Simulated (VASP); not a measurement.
WC:

```
W C
1.0
     2.90650    0.00000    0.00000
    -1.45325    2.51710    0.00000
     0.00000    0.00000    2.83660
W C
1 1
Direct
  0.00000 0.00000 0.00000
  0.66667 0.33333 0.50000
```

Base run:

```yaml
Program: VASP 6.6.1
Functional: revPBE
Potentials_or_basis: VASP PAW PBE potentials, release 64 (W_sv, C)
Cutoff: 600 eV
k_mesh: 11 × 11 × 10
Occupations: fermi-dirac, width 0.1 eV
Spin: no spin polarisation
```

Its results: band gap on the k mesh zero (bands 9 and 10 overlap by 1.23 eV); pressure 9.8 GPa.

Question: The run is repeated on the same cell with these changes: functional from revPBE to LDA; potentials or basis from VASP PAW PBE potentials, release 64 (W_sv, C) to VASP PAW LDA potentials, release 64 (W_sv, C). What comes out?

Answer: Band gap on the k mesh zero (bands 9 and 10 overlap by 1.26 eV); pressure -7.4 GPa.

Caveats: spin-orbit coupling is left out, which moves the levels of the heavy elements; the cell stands under pressure (at least some runs); the PAW data sets were made with another functional, which shifts forces and pressure a little (at least some runs); the cell stands under tension (at least some runs).
